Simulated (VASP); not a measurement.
Crystal: MoS2.

```
Mo S
1.0
     1.59655    0.92177    6.07694
    -1.59655    0.92177    6.07694
     0.00000   -1.84353    6.07694
Mo S
1 2
Direct
  0.00000 0.00000 0.00000
  0.75258 0.75258 0.75258
  0.24742 0.24742 0.24742
```

Base run:

| Item | Value |
| --- | --- |
| Program | VASP 6.6.1 |
| Functional | PBE |
| Potentials or basis | VASP PAW PBE potentials, release 64 (Mo_sv, S) |
| Cutoff | 520 eV |
| k mesh | 10 × 10 × 10 |
| Occupations | fermi-dirac, width 0.02 eV |
| Spin | no spin polarisation |

Its results: band gap on the k mesh zero (band 13 reaches 7.94 eV, above the bottom of band 14 at 7.33 eV); pressure 2.1 GPa; largest force 0.154 eV/Å.

Question: The run is repeated on the same cell with these changes: functional from PBE to r2SCAN; further incar settings from ALGO = Normal; EDIFF = 1e-07; NBANDS = 20 to ALGO = Normal; EDIFF = 1e-06; NBANDS = 20. What comes out?

Answer: Band gap on the k mesh zero (band 13 reaches 7.90 eV, above the bottom of band 14 at 7.16 eV); pressure 1.2 GPa; largest force 0.068 eV/Å.

Caveats: the PAW data sets were made with another functional, which shifts forces and pressure a little (some runs).
